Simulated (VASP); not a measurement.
# HfH3 (I4/mmm) in VASP: single point with LDA

Aim: the single point of HfH3 with LDA.

Everything below comes from runs of VASP 6.6.1. Logs are shortened: lines on timing, memory, paths and dates and some standing lists are left out, and cuts for length are marked.

## 1. The cell of the first run

Symmetry: I4/mmm, No. 139, tetragonal system. The conventional cell has a = 3.053 Å, b = 3.053 Å, c = 6.068 Å, α = 90.00°, β = 90.00°, γ = 90.00°. Within 2.8 Å of Hf (site symmetry 4/mmm) lie 12 H at 2.15 to 2.16 Å. H (site symmetry -4m2) has 4 Hf at 2.15 Å and 8 H at 2.15 to 2.16 Å within 2.8 Å. H (site symmetry 4/mmm) has 8 H at 2.15 Å and 4 Hf at 2.16 Å within 2.8 Å.

## 2. Single point, LDA

The input, INCAR:

```
SYSTEM = HfH3
PREC = Accurate ; ENCUT = 520
EDIFF = 1E-6 ; ISMEAR = 0
SIGMA = 0.05 ; LREAL = .FALSE.
LASPH = .TRUE. ; NELM = 60
ALGO = Normal ; ISIF = 2
LWAVE = .FALSE. ; LCHARG = .FALSE.
NBANDS = 14
```

The input, KPOINTS:

```
Automatic mesh
0
G
  18 18 18
  0 0 0
```

The input, POSCAR:

```
HfH3
1.0
   -1.5265120000      1.5265120000      3.0340320000
    1.5265120000     -1.5265120000      3.0340320000
    1.5265120000      1.5265120000     -3.0340320000
Hf H
1 3
Direct
    0.0000000000      0.0000000000      0.0000000000
    0.7500000000      0.2500000000      0.5000000000
    0.2500000000      0.7500000000      0.5000000000
    0.5000000000      0.5000000000      0.0000000000
```

Potentials or basis: VASP PAW LDA potentials, release 64 (Hf_pv, H).

The run is started by

```
$ cat potpaw_LDA.64/Hf_pv/POTCAR potpaw_LDA.64/H/POTCAR > POTCAR
$ mpirun -np 1 vasp_std > vasp.out
```

OUTCAR:

```text
SYSTEM = HfH3
   PREC = Accurate
   ENCUT = 520
   EDIFF = 1E-6
   ISMEAR = 0
   LREAL = .FALSE.
   LASPH = .TRUE.
   NELM = 60
   ISIF = 2

 ion  position               nearest neighbor table
   1  0.000  0.000  0.000-   2 2.15   3 2.15   2 2.15   3 2.15   2 2.15   3 2.15   2 2.15   3 2.15
                             4 2.16   4 2.16   4 2.16   4 2.16
   2  0.750  0.250  0.500-   1 2.15   1 2.15   1 2.15   1 2.15
   3  0.250  0.750  0.500-   1 2.15   1 2.15   1 2.15   1 2.15
   4  0.500  0.500  0.000-   1 2.16   1 2.16   1 2.16   1 2.16

  LATTYP: Found a body centered tetragonal cell.
 ALAT       =     3.0530240000
 C/A-ratio  =     1.9875585649

  Lattice vectors:

 A1 = (  -1.5265120000,   1.5265120000,   3.0340320000)
 A2 = (   1.5265120000,  -1.5265120000,   3.0340320000)
 A3 = (   1.5265120000,   1.5265120000,  -3.0340320000)

Analysis of symmetry for initial positions (statically):
=====================================================================
 Subroutine PRICEL returns:
 Original cell was already a primitive cell.

 Routine SETGRP: Setting up the symmetry group for a
 body centered tetragonal supercell.

 Subroutine GETGRP returns: Found 16 space group operations
 (whereof 16 operations were pure point group operations)
 out of a pool of 16 trial point group operations.

The static configuration has the point symmetry D_4h.

Analysis of symmetry for dynamics (positions and initial velocities):
=====================================================================
 Subroutine PRICEL returns:
 Original cell was already a primitive cell.

 Routine SETGRP: Setting up the symmetry group for a
 body centered tetragonal supercell.

 Subroutine GETGRP returns: Found 16 space group operations
 (whereof 16 operations were pure point group operations)
 out of a pool of 16 trial point group operations.

The dynamic configuration has the point symmetry D_4h.

 Subroutine INISYM returns: Found 16 space group operations
 (whereof 16 operations are pure point group operations),
 and found     1 'primitive' translations

----------------------------------------------------------------------------------------

                                     Primitive cell

  volume of cell :      28.2801

  direct lattice vectors                    reciprocal lattice vectors
    -1.526512000  1.526512000  3.034032000     0.000000000  0.327544101  0.164797207
     1.526512000 -1.526512000  3.034032000     0.327544101  0.000000000  0.164797207
     1.526512000  1.526512000 -3.034032000     0.327544101  0.327544101  0.000000000

  length of vectors
     3.723684727  3.723684727  3.723684727     0.366665048  0.366665048  0.463217309

  position of ions in fractional coordinates (direct lattice)
     0.000000000  0.000000000  0.000000000
     0.750000000  0.250000000  0.500000000
     0.250000000  0.750000000  0.500000000
     0.500000000  0.500000000  0.000000000

  ion indices of the primitive-cell ions
   primitive index   ion index
                 1           1
                 2           2
                 3           3
                 4           4

----------------------------------------------------------------------------------------

 KPOINTS: Automatic mesh

Automatic generation of k-mesh.
 Grid dimensions read from file:
 generate k-points for:   18   18   18

 Generating k-lattice:

  Cartesian coordinates                     Fractional coordinates (reciprocal lattice)
     0.000000000  0.018196894  0.009155400     0.055555556 -0.000000000  0.000000000
     0.018196894  0.000000000  0.009155400    -0.000000000  0.055555556  0.000000000
     0.018196894  0.018196894  0.000000000     0.000000000  0.000000000  0.055555556

  Length of vectors
     0.020370280  0.020370280  0.025734295

  Shift w.r.t. Gamma in fractional coordinates (k-lattice)
     0.000000000  0.000000000  0.000000000

 Subroutine IBZKPT returns following result:
 ===========================================

 Found    480 irreducible k-points:

 Following reciprocal coordinates:
            Coordinates               Weight
  0.000000  0.000000  0.000000      1.000000
  0.055556  0.000000  0.000000      8.000000
  0.111111  0.000000  0.000000      8.000000
  0.166667  0.000000  0.000000      8.000000
  0.222222  0.000000  0.000000      8.000000
  0.277778 -0.000000  0.000000      8.000000
[... 16 lines left out ...]
 -0.277778  0.055556 -0.000000     16.000000
 -0.222222  0.055556  0.000000     16.000000
 [... further k-points ...]
   k-points           NKPTS =    480   k-points in BZ     NKDIM =    480   number of bands    NBANDS=     14
   number of dos      NEDOS =    301   number of ions     NIONS =      4
   total plane-waves  NPLWV =  21952
   dimension x,y,z NGX =    28 NGY =   28 NGZ =   28
   dimension x,y,z NGXF=    56 NGYF=   56 NGZF=   56
   ions per type =               1   3
   NGX,Y,Z   is equivalent  to a cutoff of  12.50, 12.50, 12.50 a.u.
   NGXF,Y,Z  is equivalent  to a cutoff of  25.00, 25.00, 25.00 a.u.
 SYSTEM =  HfH3
   PREC   = accura    normal or accurate (medium, high low for compatibility)
   ISTART =      0    job   : 0-new  1-cont  2-samecut
   ICHARG =      2    charge: 1-file 2-atom 10-const
   ISPIN  =      1    spin polarized calculation?
   LNONCOLLINEAR =      F non collinear calculations
   LSORBIT =      F    spin-orbit coupling
   LASPH  =      T    aspherical Exc in radial PAW
   ENCUT  =  520.0 eV  38.22 Ry    6.18 a.u.   6.92  6.92  6.92*2*pi/ulx,y,z
   NELM   =     60;   NELMIN=  2; NELMDL= -5     # of ELM steps
   EDIFF  = 0.1E-05   stopping-criterion for ELM
   LREAL  =      F    real-space projection
   EDIFFG = 0.1E-04   stopping-criterion for IOM
   NSW    =      0    number of steps for IOM
   IBRION =     -1    ionic relax: 0-MD 1-quasi-New 2-CG
   NFREE  =      0    steps in history (QN), initial steepest desc. (CG)
   ISIF   =      2    stress and relaxation
   ISYM   =      2    0-nonsym 1-usesym 2-fastsym
   POTIM  = 0.5000    time-step for ionic-motion
   TEBEG  =    0.0;   TEEND  =   0.0 temperature during run
   PSTRESS=    0.0 pullay stress
   NELECT =      13.0000    total number of electrons
   NUPDOWN=      -1.0000    fix difference up-down
   EMIN   =  10.00;   EMAX   =-10.00  energy-range for DOS
   EFERMI =   0.00;   METHOD = LEGACY
   ISMEAR =     0;   SIGMA  =   0.05  broadening in eV -4-tet -1-fermi 0-gaus
   EFERMI_NEDOS =   21; number of points for ismear=-14 and -15
   IALGO  =     38    algorithm
   IMIX   =      4    mixing-type and parameters
     AMIX     =   0.40;   BMIX     =  1.00
     AMIX_MAG =   1.60;   BMIX_MAG =  1.00
  volume/ion in A,a.u.               =       7.07        47.71
  Fermi-wavevector in a.u.,A,eV,Ry     =   1.263463  2.387598 21.719496  1.596338
  Thomas-Fermi vector in A             =   2.396818
   LORBIT       =      0    0 simple, 1 ext, 2 COOP (PROOUT), +10 PAW based schemes
   GGA     = CA    functional components
   LHFCALC =     F    Hartree Fock is set to
   AEXX    =    0.0000 exact exchange contribution
   IVDW    =     0    specifies the selected vdW correction
   LEPSILON=     F    determine dielectric tensor
   LRPA    =     F    only Hartree local field effects (RPA)
 non-spin polarized calculation
 Gauss-broadening in eV      SIGMA  =   0.05
  energy-cutoff  :      520.00
  volume of cell :       28.28
 maximum number of plane-waves:       777
   NGX = 13   NGY = 13   NGZ = 13

 number of electron      12.9999999 magnetization

 Free energy of the ion-electron system (eV)
  ---------------------------------------------------
  ext. energy  EPLUGINS =         0.00000000
  ---------------------------------------------------
  free energy    TOTEN  =       -22.50195960 eV

  energy without entropy =      -22.50049937  energy(sigma->0) =      -22.50122948

 E-fermi :   5.7433     XC(G=0): -11.7500

 val. band max:        5.7424436463   @ k =  -0.3889   0.2222   0.0556
 cond. band min:       5.7462669640   @ k =  -0.2778   0.2222  -0.0000
 fundamental gap:      0.0038233176
 Fermi energy:         5.7433268741

 k-point     1 :       0.0000    0.0000    0.0000
  band No.  band energies     occupation
      1     -25.8545      2.00000
      2     -25.4350      2.00000
      3     -25.4350      2.00000
      4      -6.6089      2.00000
      5       1.8813      2.00000
      6       3.6639      2.00000
      7       5.1749      2.00000
      8       6.4474      0.00000
      9       6.4474      0.00000
     10       9.7622      0.00000
     11      12.2305      0.00000
     12      12.3730      0.00000
     13      16.7171      0.00000
     14      18.0625      0.00000

 k-point     2 :       0.0556    0.0000    0.0000
  band No.  band energies     occupation
      1     -25.8563      2.00000
      2     -25.4574      2.00000
      3     -25.4337      2.00000
      4      -6.5237      2.00000
      5       1.9058      2.00000
      6       3.5975      2.00000
      7       4.7319      2.00000
      8       6.4897      0.00000
      9       6.9986      0.00000
     10       9.6149      0.00000
     11      11.9439      0.00000
     12      12.6145      0.00000
     13      16.7154      0.00000
     14      18.1920      0.00000

 k-point     3 :       0.1111    0.0000    0.0000
  band No.  band energies     occupation
      1     -25.8615      2.00000
      2     -25.5212      2.00000
      3     -25.4301      2.00000
      4      -6.2736      2.00000
      5       1.9630      2.00000
      6       3.1846      2.00000
      7       4.3948      2.00000
      8       6.6115      0.00000
      9       7.8804      0.00000
     10       9.2329      0.00000
     11      11.3249      0.00000
     12      13.2320      0.00000
     13      16.7080      0.00000
     14      17.8067      0.00000

 k-point     4 :       0.1667    0.0000    0.0000
  band No.  band energies     occupation
      1     -25.8705      2.00000
      2     -25.6163      2.00000
      3     -25.4245      2.00000
      4      -5.8731      2.00000
      5       1.9244      2.00000
      6       2.5785      2.00000
      7       4.4674      2.00000
      8       6.7940      0.00000
      9       8.7073      0.00000
     10       8.7450      0.00000
     11      10.6645      0.00000
     12      14.1192      0.00000
     13      16.5209      0.00000
     14      16.7993      0.00000

 k-point     5 :       0.2222    0.0000    0.0000
  band No.  band energies     occupation
      1     -25.8860      2.00000
      2     -25.7260      2.00000
      3     -25.4177      2.00000
      4      -5.3462      2.00000
      5       1.3939      2.00000
      6       2.4846      2.00000
      7       4.6334      2.00000
      8       6.9839      0.00000
      9       8.2936      0.00000
     10       9.2069      0.00000
     11      10.3757      0.00000
[... 276 lines left out ...]
 k-point    22 :      -0.3333    0.0556   -0.0000
  band No.  band energies     occupation
      1     -25.9906      2.00000
      2     -25.8559      2.00000
      3     -25.4226      2.00000
      4      -4.1192      2.00000
      5       0.1530      2.00000
      6       3.0401      2.00000
      7       4.3057      2.00000
      8       6.9095      0.00000
      9       7.8831      0.00000
     10       9.2676      0.00000
     11      11.2113      0.00000
     12      13.9180      0.00000
     13      16.7243      0.00000
     14      17.7684      0.00000

 k-point    23 :      -0.2778    0.0556   -0.0000
  band No.  band energies     occupation
      1     -25.9057      2.00000
      2     -25.8202      2.00000
      3     -25.4295      2.00000
      4      -4.7855      2.00000
      5       0.8140      2.00000
      6       2.7809      2.00000
      7       4.5208      2.00000
      8       6.9021      0.00000
      9       7.6899      0.00000
     10       9.5077      0.00000
     11      10.7749      0.00000
     12      14.4139      0.00000
     13      16.6863      0.00000
     14      16.7488      0.00000

 k-point    24 :      -0.2222    0.0556    0.0000
  band No.  band energies     occupation
      1     -25.8708      2.00000
      2     -25.7258      2.00000
      3     -25.4371      2.00000
      4      -5.3878      2.00000
      5       1.5542      2.00000
      6       2.5685      2.00000
      7       4.4954      2.00000
      8       6.7287      0.00000
      9       7.8635      0.00000
     10       9.5217      0.00000
     11      10.5352      0.00000
     12      15.0686      0.00000
     13      15.9303      0.00000
     14      16.7359      0.00000

 [... further k-points ...]

------------------------ aborting loop because EDIFF is reached ----------------------------------------

  FORCE on cell =-STRESS in cart. coord.  units (eV):
  Direction    XX          YY          ZZ          XY          YZ          ZX
  --------------------------------------------------------------------------------------
  -------------------------------------------------------------------------------------
  Total       -1.2132544     -1.2132544     -1.7805956      0.0000000      0.0000000      0.0000000
  in kB      -68.7356187    -68.7356187   -100.8777278      0.0000000      0.0000000      0.0000000
  external PRESSURE =     -79.4496551 kB  Pullay stress =       0.0000000 kB

 VOLUME and BASIS-vectors are now :
 -----------------------------------------------------------------------------
  energy-cutoff  :      520.00
  volume of cell :       28.28
      direct lattice vectors                 reciprocal lattice vectors
    -1.526512000  1.526512000  3.034032000     0.000000000  0.327544101  0.164797207
     1.526512000 -1.526512000  3.034032000     0.327544101  0.000000000  0.164797207
     1.526512000  1.526512000 -3.034032000     0.327544101  0.327544101  0.000000000

 POSITION                                       TOTAL-FORCE (eV/Angst)
 -----------------------------------------------------------------------------------
      0.00000      0.00000      0.00000         0.000000      0.000000      0.000000
      0.00000      1.52651      1.51702         0.000000     -0.000000     -0.000000
      1.52651      0.00000      1.51702        -0.000000      0.000000     -0.000000
      0.00000      0.00000      3.03403         0.000000      0.000000      0.000000
 -----------------------------------------------------------------------------------
    total drift:                                0.000000     -0.000000     -0.000000

  FREE ENERGIE OF THE ION-ELECTRON SYSTEM (eV)
  ---------------------------------------------------
  free  energy   TOTEN  =       -22.5019595954 eV

  energy  without entropy=      -22.5004993683  energy(sigma->0) =      -22.50122948
```

It took 3.8 min on 1 thread of Oxide Virtual Turin-like, shared host; peak memory 0.26 GiB.

What came out:

| Item | Value |
| --- | --- |
| Free energy | -22.5020 eV |
| Pressure | -7.9 GPa |
| Band gap on the k mesh | zero (an odd number of electrons rules out a gap without spin polarisation) |

Levels at points of the mesh, in eV from the Fermi level:
```csv
k point,band 3,band 4,band 5,band 6,band 7,band 8,band 9,band 10
"(0.00, 0.00, 0.00)",-31.18,-12.35,-3.86,-2.08,-0.57,0.70,0.70,4.02
"(0.50, 0.00, 0.00)",-31.14,-8.29,-6.86,-2.36,-1.71,0.64,2.42,2.95
"(0.50, 0.50, 0.00)",-31.57,-7.70,-7.02,-4.56,0.97,1.13,3.37,5.35
"(0.50, 0.50, 0.50)",-31.22,-8.55,-7.77,-5.12,3.47,3.53,3.53,4.39
```

Caveat: the cell stands under tension; spin-orbit coupling is left out, which moves the levels of the heavy elements.
